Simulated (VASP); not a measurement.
# Si (Cmce) in VASP: further runs

The runs below take Si through single point, relaxation of cell and atoms, with PBE.

Everything below comes from runs of VASP 6.6.1. Logs are shortened: lines on timing, memory, paths and dates and some standing lists are left out, and cuts for length are marked.

## Step 1: The cell of the first run

The structure is orthorhombic, space group Cmce (No. 64). Conventional cell: a = 4.799 Å, b = 7.527 Å, c = 3.757 Å, α = 90.00°, β = 90.00°, γ = 90.00°. Within 3.2 Å of Si (site symmetry m) lie 7 Si at 2.45 to 3.09 Å.

## Step 2: Single point, PBE

File INCAR:

```
SYSTEM = Si
PREC = Accurate
ENCUT = 520
EDIFF = 1E-7
ISMEAR = 1
SIGMA = 0.0229
LREAL = .FALSE.
LASPH = .TRUE.
NELM = 100
ALGO = Normal
ISIF = 2
LWAVE = .FALSE.
LCHARG = .FALSE.
GGA = PE
NBANDS = 16
```

File KPOINTS:

```
Automatic mesh
0
G
  6 6 6
  0 0 0
```

File POSCAR:

```
Si
1.0
    2.3992722654      3.7635296356      0.0000000000
    2.3992722654     -3.7635296356      0.0000000000
    0.0000000000      0.0000000000     -3.7572387629
Si
4
Direct
    0.1459787194      0.8540212806      0.8450926430
    0.3540212806      0.6459787194      0.3450926430
    0.8540212806      0.1459787194      0.1549073570
    0.6459787194      0.3540212806      0.6549073570
```

Potentials or basis: VASP PAW PBE potentials, release 64 (Si).

Run with:

```sh
$ cat potpaw_PBE.64/Si/POTCAR > POTCAR
$ mpirun -np 1 vasp_std > vasp.out
```

OUTCAR:

```text
SYSTEM = Si
   PREC = Accurate
   ENCUT = 520
   EDIFF = 1E-7
   ISMEAR = 1
   LREAL = .FALSE.
   LASPH = .TRUE.
   NELM = 100
   ISIF = 2
   GGA = PE

 ion  position               nearest neighbor table
   1  0.146  0.854  0.845-   2 2.45   2 2.45   3 2.49   4 2.50   4 2.50   3 3.09   3 3.09
   2  0.354  0.646  0.345-   1 2.45   1 2.45   4 2.49   3 2.50   3 2.50   4 3.09   4 3.09
   3  0.854  0.146  0.155-   4 2.45   4 2.45   1 2.49   2 2.50   2 2.50   1 3.09   1 3.09
   4  0.646  0.354  0.655-   3 2.45   3 2.45   2 2.49   1 2.50   1 2.50   2 3.09   2 3.09

  LATTYP: Found a base centered orthorhombic cell.
 ALAT       =     4.7985445308
 B/A-ratio  =     1.5686129873
 C/A-ratio  =     0.7829954977

  Lattice vectors:

 A1 = (   2.3992722654,   3.7635296356,   0.0000000000)
 A2 = (   2.3992722654,  -3.7635296356,   0.0000000000)
 A3 = (   0.0000000000,   0.0000000000,  -3.7572387629)

Analysis of symmetry for initial positions (statically):
=====================================================================
 Subroutine PRICEL returns:
 Original cell was already a primitive cell.

 Routine SETGRP: Setting up the symmetry group for a
 base centered orthorhombic supercell.

 Subroutine GETGRP returns: Found  8 space group operations
 (whereof  4 operations were pure point group operations)
 out of a pool of  8 trial point group operations.

The static configuration has the point symmetry C_2h.
 The point group associated with its full space group is D_2h.

Analysis of symmetry for dynamics (positions and initial velocities):
=====================================================================
 Subroutine PRICEL returns:
 Original cell was already a primitive cell.

 Routine SETGRP: Setting up the symmetry group for a
 base centered orthorhombic supercell.

 Subroutine GETGRP returns: Found  8 space group operations
 (whereof  4 operations were pure point group operations)
 out of a pool of  8 trial point group operations.

The dynamic configuration has the point symmetry C_2h.
 The point group associated with its full space group is D_2h.

 Subroutine INISYM returns: Found  8 space group operations
 (whereof  4 operations are pure point group operations),
 and found     1 'primitive' translations

----------------------------------------------------------------------------------------

                                     Primitive cell

  volume of cell :      67.8537

  direct lattice vectors                    reciprocal lattice vectors
     2.399272265  3.763529636  0.000000000     0.208396524  0.132854009  0.000000000
     2.399272265 -3.763529636  0.000000000     0.208396524 -0.132854009  0.000000000
     0.000000000  0.000000000 -3.757238763     0.000000000  0.000000000 -0.266152902

  length of vectors
     4.463256963  4.463256963  3.757238763     0.247142264  0.247142264  0.266152902

  position of ions in fractional coordinates (direct lattice)
     0.145978719  0.854021281  0.845092643
     0.354021281  0.645978719  0.345092643
     0.854021281  0.145978719  0.154907357
     0.645978719  0.354021281  0.654907357

  ion indices of the primitive-cell ions
   primitive index   ion index
                 1           1
                 2           2
                 3           3
                 4           4

----------------------------------------------------------------------------------------

 KPOINTS: Automatic mesh

Automatic generation of k-mesh.
 Grid dimensions read from file:
 generate k-points for:    6    6    6

 Generating k-lattice:

  Cartesian coordinates                     Fractional coordinates (reciprocal lattice)
     0.034732754  0.022142335  0.000000000     0.166666667  0.000000000  0.000000000
     0.034732754 -0.022142335  0.000000000     0.000000000  0.166666667  0.000000000
     0.000000000  0.000000000 -0.044358817     0.000000000  0.000000000  0.166666667

  Length of vectors
     0.041190377  0.041190377  0.044358817

  Shift w.r.t. Gamma in fractional coordinates (k-lattice)
     0.000000000  0.000000000  0.000000000

 Subroutine IBZKPT returns following result:
 ===========================================

 Found     52 irreducible k-points:

 Following reciprocal coordinates:
            Coordinates               Weight
  0.000000  0.000000  0.000000      1.000000
  0.166667  0.000000  0.000000      4.000000
  0.333333  0.000000  0.000000      4.000000
  0.500000  0.000000  0.000000      2.000000
  0.166667  0.166667  0.000000      2.000000
  0.333333  0.166667  0.000000      4.000000
[... 16 lines left out ...]
  0.333333  0.333333  0.166667      4.000000
  0.500000  0.333333  0.166667      8.000000
 [... further k-points ...]
   k-points           NKPTS =     52   k-points in BZ     NKDIM =     52   number of bands    NBANDS=     16
   number of dos      NEDOS =    301   number of ions     NIONS =      4
   total plane-waves  NPLWV =  36288
   dimension x,y,z NGX =    36 NGY =   36 NGZ =   28
   dimension x,y,z NGXF=    72 NGYF=   72 NGZF=   56
   ions per type =               4
   NGX,Y,Z   is equivalent  to a cutoff of  13.41, 13.41, 12.39 a.u.
   NGXF,Y,Z  is equivalent  to a cutoff of  26.82, 26.82, 24.78 a.u.
 SYSTEM =  Si
   PREC   = accura    normal or accurate (medium, high low for compatibility)
   ISTART =      0    job   : 0-new  1-cont  2-samecut
   ICHARG =      2    charge: 1-file 2-atom 10-const
   ISPIN  =      1    spin polarized calculation?
   LNONCOLLINEAR =      F non collinear calculations
   LSORBIT =      F    spin-orbit coupling
   LASPH  =      T    aspherical Exc in radial PAW
   ENCUT  =  520.0 eV  38.22 Ry    6.18 a.u.   8.30  8.30  6.99*2*pi/ulx,y,z
   NELM   =    100;   NELMIN=  2; NELMDL= -5     # of ELM steps
   EDIFF  = 0.1E-06   stopping-criterion for ELM
   LREAL  =      F    real-space projection
   EDIFFG = 0.1E-05   stopping-criterion for IOM
   NSW    =      0    number of steps for IOM
   IBRION =     -1    ionic relax: 0-MD 1-quasi-New 2-CG
   NFREE  =      0    steps in history (QN), initial steepest desc. (CG)
   ISIF   =      2    stress and relaxation
   ISYM   =      2    0-nonsym 1-usesym 2-fastsym
   POTIM  = 0.5000    time-step for ionic-motion
   TEBEG  =    0.0;   TEEND  =   0.0 temperature during run
   PSTRESS=    0.0 pullay stress
   NELECT =      16.0000    total number of electrons
   NUPDOWN=      -1.0000    fix difference up-down
   EMIN   =  10.00;   EMAX   =-10.00  energy-range for DOS
   EFERMI =   0.00;   METHOD = LEGACY
   ISMEAR =     1;   SIGMA  =   0.02  broadening in eV -4-tet -1-fermi 0-gaus
   EFERMI_NEDOS =   21; number of points for ismear=-14 and -15
   IALGO  =     38    algorithm
   IMIX   =      4    mixing-type and parameters
     AMIX     =   0.40;   BMIX     =  1.00
     AMIX_MAG =   1.60;   BMIX_MAG =  1.00
  volume/ion in A,a.u.               =      16.96       114.47
  Fermi-wavevector in a.u.,A,eV,Ry     =   1.011402  1.911272 13.917849  1.022933
  Thomas-Fermi vector in A             =   2.144449
   LORBIT       =      0    0 simple, 1 ext, 2 COOP (PROOUT), +10 PAW based schemes
   GGA     = PE    functional components
   LHFCALC =     F    Hartree Fock is set to
   AEXX    =    0.0000 exact exchange contribution
   IVDW    =     0    specifies the selected vdW correction
   LEPSILON=     F    determine dielectric tensor
   LRPA    =     F    only Hartree local field effects (RPA)
 non-spin polarized calculation
 Methfessel and Paxton  Order N= 1 SIGMA  =   0.02
  energy-cutoff  :      520.00
  volume of cell :       67.85
 maximum number of plane-waves:      1846
 NGX is ok and might be reduce to    36
   NGX = 17   NGY = 17   NGZ = 13

 number of electron      15.9999999 magnetization

 Free energy of the ion-electron system (eV)
  ---------------------------------------------------
  ext. energy  EPLUGINS =         0.00000000
  ---------------------------------------------------
  free energy    TOTEN  =       -20.26470056 eV

  energy without entropy =      -20.26480574  energy(sigma->0) =      -20.26473562

 E-fermi :   7.8022     XC(G=0): -10.3702

 val. band max:        7.7785185498   @ k =  -0.3333   0.1667   0.5000
 cond. band min:       7.8056464153   @ k =  -0.3333   0.3333   0.1667
 fundamental gap:      0.0271278655
 Fermi energy:         7.8021901251

 k-point     1 :       0.0000    0.0000    0.0000
  band No.  band energies     occupation
      1      -5.2634      2.00000
      2       1.9727      2.00000
      3       2.7629      2.00000
      4       3.0533      2.00000
      5       3.1567      2.00000
      6       4.3969      2.00000
[... 8 lines left out ...]
     15      13.9767      0.00000
     16      14.4370      0.00000

 k-point     2 :       0.1667    0.0000    0.0000
  band No.  band energies     occupation
      1      -5.0268      2.00000
      2       0.3429      2.00000
      3       2.3734      2.00000
      4       2.7164      2.00000
      5       4.3921      2.00000
      6       4.8100      2.00000
[... 8 lines left out ...]
     15      14.1582      0.00000
     16      14.4855      0.00000

 k-point     3 :       0.3333    0.0000    0.0000
  band No.  band energies     occupation
      1      -4.3209      2.00000
      2      -1.5753      2.00000
      3       1.9261      2.00000
      4       2.1336      2.00000
      5       5.1809      2.00000
      6       5.4619      2.00000
[... 8 lines left out ...]
     15      12.9428      0.00000
     16      14.0369      0.00000
[... 362 lines left out ...]
 k-point    23 :       0.3333    0.3333    0.1667
  band No.  band energies     occupation
      1      -2.6346      2.00000
      2      -2.2807      2.00000
      3      -0.9494      2.00000
      4       3.8768      2.00000
      5       4.2974      2.00000
      6       5.0837      2.00000
[... 8 lines left out ...]
     15      13.6476      0.00000
     16      15.2285      0.00000

 k-point    24 :       0.5000    0.3333    0.1667
  band No.  band energies     occupation
      1      -3.3940      2.00000
      2      -1.0796      2.00000
      3      -0.7652      2.00000
      4       3.2409      2.00000
      5       3.6380      2.00000
      6       5.3665      2.00000
[... 8 lines left out ...]
     15      13.9609      0.00000
     16      15.0956      0.00000

 [... further k-points ...]

------------------------ aborting loop because EDIFF is reached ----------------------------------------

  FORCE on cell =-STRESS in cart. coord.  units (eV):
  Direction    XX          YY          ZZ          XY          YZ          ZX
  --------------------------------------------------------------------------------------
  -------------------------------------------------------------------------------------
  Total       -0.0383580     -0.0166576     -0.0214263      0.0000000     -0.0000000      0.0000000
  in kB       -0.9057176     -0.3933237     -0.5059234      0.0000000     -0.0000000      0.0000000
  external PRESSURE =      -0.6016549 kB  Pullay stress =       0.0000000 kB

 VOLUME and BASIS-vectors are now :
 -----------------------------------------------------------------------------
  energy-cutoff  :      520.00
  volume of cell :       67.85
      direct lattice vectors                 reciprocal lattice vectors
     2.399272265  3.763529636  0.000000000     0.208396524  0.132854009  0.000000000
     2.399272265 -3.763529636  0.000000000     0.208396524 -0.132854009  0.000000000
     0.000000000  0.000000000 -3.757238763     0.000000000  0.000000000 -0.266152902

 POSITION                                       TOTAL-FORCE (eV/Angst)
 -----------------------------------------------------------------------------------
      2.39927     -2.66474     -3.17521         0.000000      0.001210     -0.000623
      2.39927     -1.09879     -1.29660         0.000000     -0.001210     -0.000623
      2.39927      2.66474     -0.58202         0.000000     -0.001210      0.000623
      2.39927      1.09879     -2.46064         0.000000      0.001210      0.000623
 -----------------------------------------------------------------------------------
    total drift:                                0.000000      0.000000      0.000000

  FREE ENERGIE OF THE ION-ELECTRON SYSTEM (eV)
  ---------------------------------------------------
  free  energy   TOTEN  =       -20.2647005622 eV

  energy  without entropy=      -20.2648057402  energy(sigma->0) =      -20.26473562
```

It took 16 s on 1 thread of Intel Xeon 6975P-C (Granite Rapids), shared host; peak memory 0.19 GiB.

What came out:

```yaml
Free_energy: -20.2647 eV
Pressure: -0.1 GPa
Band_gap_on_the_k_mesh: zero (bands 8 and 9 overlap by 1.88 eV)
```

(Continued in part 2 of 2.)

The gap in the log of VASP goes by the Fermi energy; the results here count the filled bands.